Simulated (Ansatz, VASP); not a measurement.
Ni in VASP and in Ansatz

```
Ni
1.0
     0.00000    1.76194    1.76194
     1.76194    0.00000    1.76194
     1.76194    1.76194    0.00000
Ni
1
Cartesian
  0.0000 0.0000 0.0000
```

Alike in both runs: task relaxation of cell and atoms; functional PBEsol; k mesh 15 × 15 × 15; occupations fermi-dirac, width 0.05 eV; collinear spin.

```csv
,VASP,Ansatz
version,VASP 6.6.1,Ansatz 0.2.0
potentials or method,"VASP PAW PBE potentials, release 64 (Ni), cutoff 600 eV","plane waves, PAW"
valence electrons in the cell,10,18
```

```tsv
	VASP	Ansatz	Ansatz less VASP
net moment per atom (μB)	0.64	0.65	+0.014
size of the moment on the site where the two differ most (μB)	0.64	0.68	+0.043
relaxed volume (Å³/atom)	10.39	10.39	+0.003
relaxed length of the cell vector where the two differ most in proportion (Å)	2.449	2.449	+0.0003
```

VASP's potentials were made for PBE, not for PBEsol. Site moments also hang on the region over which each program counts them. VASP's potentials hold 10 valence electrons a cell and Ansatz's 18, so a difference there can come from the potentials and not from the codes.
